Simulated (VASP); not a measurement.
# Nb in VASP: single point with PBEsol

Aim: the single point of Nb with PBEsol.

All numbers are computed with VASP 6.6.1; they aren't measurements. Logs are shortened: lines on timing, memory, paths and dates and some standing lists are left out, and cuts for length are marked.

### 1 The cell of the first run

The cell holds a slab with vacuum, 4 atoms: a = 2.834 Å, b = 2.834 Å, c = 28.140 Å, α = 90.00°, β = 90.00°, γ = 109.47°.

### 2 Single point, PBEsol

Input file INCAR:

```
SYSTEM = Nb
ALGO = Normal
DIPOL = 0.5 0.5 0.334
EDIFF = 1E-6
ENCUT = 400
GGA = PS
GGA_COMPAT = .FALSE.
IDIPOL = 3
ISIF = 2
ISMEAR = 1
LASPH = .TRUE.
LCHARG = .FALSE.
LDIPOL = .TRUE.
LREAL = .FALSE.
LWAVE = .FALSE.
NBANDS = 34
NELM = 120
NELMDL = -8
PREC = Accurate
SIGMA = 0.1
```

Input file KPOINTS:

```
k-points
0
G
  12 12 1
  0 0 0
```

Input file POSCAR:

```
Nb
1.0
    2.8339996259     -0.0000000079      0.0000000000
   -0.9446665495      2.6719204685      0.0000000000
    0.0000000000      0.0000000000     28.1400194902
Nb
4
Direct
    0.0000000000      0.0000000000      0.2132194685
    0.4999861164      0.5000138836      0.2921601943
   -0.0000631654      0.0000631654      0.3744814506
    0.4998722148      0.5001277852      0.4566732957
```

Potentials or basis: VASP PAW PBE potentials, release 64 (Nb_sv).

The run is started by

```sh
cat potpaw_PBE.64/Nb_sv/POTCAR > POTCAR
mpirun -np 1 vasp_std > vasp.out
```

OUTCAR:

```text
SYSTEM = Nb
   EDIFF = 1E-6
   ENCUT = 400
   GGA = PS
   ISIF = 2
   ISMEAR = 1
   LASPH = .TRUE.
   LREAL = .FALSE.
   NELM = 120
   NELMDL = -8
   PREC = Accurate

 ion  position               nearest neighbor table
   1  0.000  0.000  0.213-   2 2.76   2 2.76
   2  0.500  0.500  0.292-   1 2.76   1 2.76   3 2.84   3 2.84
   3  1.000  0.000  0.374-   4 2.83   4 2.83   2 2.84   2 2.84
   4  0.500  0.500  0.457-   3 2.83   3 2.83

  LATTYP: Found a base centered orthorhombic cell.
 ALAT       =     3.2724208808
 B/A-ratio  =     1.4142135708
 C/A-ratio  =     8.5991443384

  Lattice vectors:

 A1 = (   2.8339996259,  -0.0000000079,   0.0000000000)
 A2 = (  -0.9446665495,   2.6719204685,   0.0000000000)
 A3 = (   0.0000000000,   0.0000000000,  28.1400194902)

Analysis of symmetry for initial positions (statically):
=====================================================================
 Subroutine PRICEL returns:
 Original cell was already a primitive cell.

 Routine SETGRP: Setting up the symmetry group for a
 base centered orthorhombic supercell.

 Subroutine GETGRP returns: Found  2 space group operations
 (whereof  2 operations were pure point group operations)
 out of a pool of  8 trial point group operations.

The static configuration has the point symmetry C_1h.

Analysis of symmetry for dynamics (positions and initial velocities):
=====================================================================
 Subroutine PRICEL returns:
 Original cell was already a primitive cell.

 Routine SETGRP: Setting up the symmetry group for a
 base centered orthorhombic supercell.

 Subroutine GETGRP returns: Found  2 space group operations
 (whereof  2 operations were pure point group operations)
 out of a pool of  8 trial point group operations.

The dynamic configuration has the point symmetry C_1h.

 Subroutine INISYM returns: Found  2 space group operations
 (whereof  2 operations are pure point group operations),
 and found     1 'primitive' translations

----------------------------------------------------------------------------------------

                                     Primitive cell

  volume of cell :     213.0825

  direct lattice vectors                    reciprocal lattice vectors
     2.833999626 -0.000000008  0.000000000     0.352858198  0.124754213  0.000000000
    -0.944666549  2.671920469  0.000000000     0.000000001  0.374262637  0.000000000
     0.000000000  0.000000000 28.140019490     0.000000000  0.000000000  0.035536578

  length of vectors
     2.833999626  2.833999626 28.140019490     0.374262637  0.374262637  0.035536578

  position of ions in fractional coordinates (direct lattice)
     0.000000000  0.000000000  0.213219469
     0.499986116  0.500013884  0.292160194
     0.999936835  0.000063165  0.374481451
     0.499872215  0.500127785  0.456673296

  ion indices of the primitive-cell ions
   primitive index   ion index
                 1           1
                 2           2
                 3           3
                 4           4

----------------------------------------------------------------------------------------

 KPOINTS: k-points

Automatic generation of k-mesh.
 Grid dimensions read from file:
 generate k-points for:   12   12    1

 Generating k-lattice:

  Cartesian coordinates                     Fractional coordinates (reciprocal lattice)
     0.029404850  0.010396184  0.000000000     0.083333333  0.000000000  0.000000000
     0.000000000  0.031188553  0.000000000    -0.000000000  0.083333333  0.000000000
     0.000000000  0.000000000  0.035536578     0.000000000  0.000000000  1.000000000

  Length of vectors
     0.031188553  0.031188553  0.035536578

  Shift w.r.t. Gamma in fractional coordinates (k-lattice)
     0.000000000  0.000000000  0.000000000

 Subroutine IBZKPT returns following result:
 ===========================================

 Found     43 irreducible k-points:

 Following reciprocal coordinates:
            Coordinates               Weight
  0.000000  0.000000  0.000000      1.000000
  0.083333 -0.000000  0.000000      4.000000
  0.166667  0.000000  0.000000      4.000000
  0.250000 -0.000000  0.000000      4.000000
  0.333333 -0.000000  0.000000      4.000000
  0.416667 -0.000000  0.000000      4.000000
[... 16 lines left out ...]
  0.500000  0.166667  0.000000      4.000000
 -0.416667  0.166667  0.000000      4.000000
 [... further k-points ...]
   k-points           NKPTS =     43   k-points in BZ     NKDIM =     43   number of bands    NBANDS=     34
   number of dos      NEDOS =    301   number of ions     NIONS =      4
   total plane-waves  NPLWV =  62208
   dimension x,y,z NGX =    18 NGY =   18 NGZ =  192
   dimension x,y,z NGXF=    36 NGYF=   36 NGZF=  384
   ions per type =               4
   NGX,Y,Z   is equivalent  to a cutoff of  10.56, 10.56, 11.34 a.u.
   NGXF,Y,Z  is equivalent  to a cutoff of  21.12, 21.12, 22.69 a.u.
 SYSTEM =  Nb
   PREC   = accura    normal or accurate (medium, high low for compatibility)
   ISTART =      0    job   : 0-new  1-cont  2-samecut
   ICHARG =      2    charge: 1-file 2-atom 10-const
   ISPIN  =      1    spin polarized calculation?
   LNONCOLLINEAR =      F non collinear calculations
   LSORBIT =      F    spin-orbit coupling
   LASPH  =      T    aspherical Exc in radial PAW
   ENCUT  =  400.0 eV  29.40 Ry    5.42 a.u.   4.62  4.62 45.89*2*pi/ulx,y,z
   NELM   =    120;   NELMIN=  2; NELMDL= -8     # of ELM steps
   EDIFF  = 0.1E-05   stopping-criterion for ELM
   LREAL  =      F    real-space projection
[... 7 lines left out ...]
   TEBEG  =    0.0;   TEEND  =   0.0 temperature during run
   PSTRESS=    0.0 pullay stress
   NELECT =      52.0000    total number of electrons
   NUPDOWN=      -1.0000    fix difference up-down
   EMIN   =  10.00;   EMAX   =-10.00  energy-range for DOS
   EFERMI =   0.00;   METHOD = LEGACY
   ISMEAR =     1;   SIGMA  =   0.10  broadening in eV -4-tet -1-fermi 0-gaus
   EFERMI_NEDOS =   21; number of points for ismear=-14 and -15
   IALGO  =     38    algorithm
   IMIX   =      4    mixing-type and parameters
     AMIX     =   0.40;   BMIX     =  1.00
     AMIX_MAG =   1.60;   BMIX_MAG =  1.00
  volume/ion in A,a.u.               =      53.27       359.49
  Fermi-wavevector in a.u.,A,eV,Ry     =   1.023042  1.933269 14.240055  1.046615
  Thomas-Fermi vector in A             =   2.156754
   LORBIT       =      0    0 simple, 1 ext, 2 COOP (PROOUT), +10 PAW based schemes
   GGA     = PS    functional components
   LHFCALC =     F    Hartree Fock is set to
   AEXX    =    0.0000 exact exchange contribution
   IVDW    =     0    specifies the selected vdW correction
   LEPSILON=     F    determine dielectric tensor
   LRPA    =     F    only Hartree local field effects (RPA)
 non-spin polarized calculation
 Methfessel and Paxton  Order N= 1 SIGMA  =   0.10
  energy-cutoff  :      400.00
  volume of cell :      213.08
 maximum number of plane-waves:      3925
   NGX =  9   NGY =  9   NGZ = 91

 dipolmoment           0.000000      0.000000     -0.002377 electrons x Angstroem

 number of electron      52.0000002 magnetization

 dipolmoment           0.000000      0.000000      0.002265 electrons x Angstroem

 Free energy of the ion-electron system (eV)
  ---------------------------------------------------
  ext. energy  EPLUGINS =         0.00000000
  ---------------------------------------------------
  free energy    TOTEN  =       -41.60879414 eV

  energy without entropy =      -41.60763625  energy(sigma->0) =      -41.60840817

 E-fermi :   0.8035     XC(G=0):  -4.9754

 val. band max:        0.8019433255   @ k =   0.0833   0.0833   0.0000
 cond. band min:       0.8035856556   @ k =  -0.3333   0.1667   0.0000
 fundamental gap:      0.0016423301
 Fermi energy:         0.8034586513

 k-point     1 :       0.0000    0.0000    0.0000
  band No.  band energies     occupation
      1     -53.6877      2.00000
      2     -53.6766      2.00000
      3     -53.3805      2.00000
      4     -53.2428      2.00000
      5     -30.2565      2.00000
      6     -30.0223      2.00000
[... 26 lines left out ...]
     33       3.7103      0.00000
     34       3.8654      0.00000

 k-point     2 :       0.0833   -0.0000    0.0000
  band No.  band energies     occupation
      1     -53.6776      2.00000
      2     -53.6662      2.00000
      3     -53.3706      2.00000
      4     -53.2367      2.00000
      5     -30.2323      2.00000
      6     -30.0161      2.00000
[... 26 lines left out ...]
     33       3.5422      0.00000
     34       3.7643      0.00000

 k-point     3 :       0.1667    0.0000    0.0000
  band No.  band energies     occupation
      1     -53.6498      2.00000
      2     -53.6375      2.00000
      3     -53.3430      2.00000
      4     -53.2207      2.00000
      5     -30.1662      2.00000
      6     -30.0050      2.00000
[... 26 lines left out ...]
     33       3.4453      0.00000
     34       3.6482      0.00000
[... 704 lines left out ...]
 k-point    23 :       0.5000    0.1667    0.0000
  band No.  band energies     occupation
      1     -53.5137      2.00000
      2     -53.4952      2.00000
      3     -53.1954      2.00000
      4     -53.1359      2.00000
      5     -30.2656      2.00000
      6     -30.2297      2.00000
[... 26 lines left out ...]
     33       4.2139      0.00000
     34       4.5076      0.00000

 k-point    24 :      -0.4167    0.1667    0.0000
  band No.  band energies     occupation
      1     -53.5299      2.00000
      2     -53.5135      2.00000
      3     -53.2179      2.00000
      4     -53.1330      2.00000
      5     -30.1810      2.00000
      6     -30.1353      2.00000
[... 26 lines left out ...]
     33       3.9360      0.00000
     34       4.4234      0.00000

 [... further k-points ...]

------------------------ aborting loop because EDIFF is reached ----------------------------------------

 vacuum level on the upper side and lower side of the slab       (xc-potential included)        -0.070        -0.126

  FORCE on cell =-STRESS in cart. coord.  units (eV):
  Direction    XX          YY          ZZ          XY          YZ          ZX
  --------------------------------------------------------------------------------------
  -------------------------------------------------------------------------------------
  Total       -4.4599656     -3.9185100     -1.2887133      0.7657338     -0.0018092      0.0025585
  in kB      -33.5346965    -29.4634659     -9.6898978      5.7575895     -0.0136032      0.0192378
  external PRESSURE =     -24.2293534 kB  Pullay stress =       0.0000000 kB

 VOLUME and BASIS-vectors are now :
 -----------------------------------------------------------------------------
  energy-cutoff  :      400.00
  volume of cell :      213.08
      direct lattice vectors                 reciprocal lattice vectors
     2.833999626 -0.000000008  0.000000000     0.352858198  0.124754213  0.000000000
    -0.944666549  2.671920469  0.000000000     0.000000001  0.374262637  0.000000000
     0.000000000  0.000000000 28.140019490     0.000000000  0.000000000  0.035536578

 POSITION                                       TOTAL-FORCE (eV/Angst)
 -----------------------------------------------------------------------------------
      0.00000      0.00000      6.00000        -0.000131      0.000092     -0.010611
      0.94461      1.33600      8.22139        -0.000277      0.000196     -0.022277
      2.83376      0.00017     10.53792        -0.000153      0.000108      0.462549
      0.94418      1.33630     12.85080         0.000561     -0.000397     -0.429660
 -----------------------------------------------------------------------------------
    total drift:                               -0.000006      0.000004      0.000084

  FREE ENERGIE OF THE ION-ELECTRON SYSTEM (eV)
  ---------------------------------------------------
  free  energy   TOTEN  =       -41.6087941352 eV

  energy  without entropy=      -41.6076362459  energy(sigma->0) =      -41.60840817

 vacuum level on the upper side and lower side of the slab         5.327         5.271
```

It took 8.3 min on 1 thread of Intel Xeon 8259CL, shared host; peak memory 0.32 GiB.

What came out:

| Item | Value |
| --- | --- |
| Free energy | -41.6088 eV |
| Largest force | 0.463 eV/Å |
| Band gap on the k mesh | zero (bands 26 and 27 overlap by 2.20 eV) |

Forces in eV/Å, atoms in the order of the input:
```
Nb   0.000  0.000 -0.011
Nb   0.000  0.000 -0.022
Nb   0.000  0.000  0.463
Nb   0.001  0.000 -0.430
```

Caveat: the PAW data sets were made with another functional, which shifts forces and pressure a little.
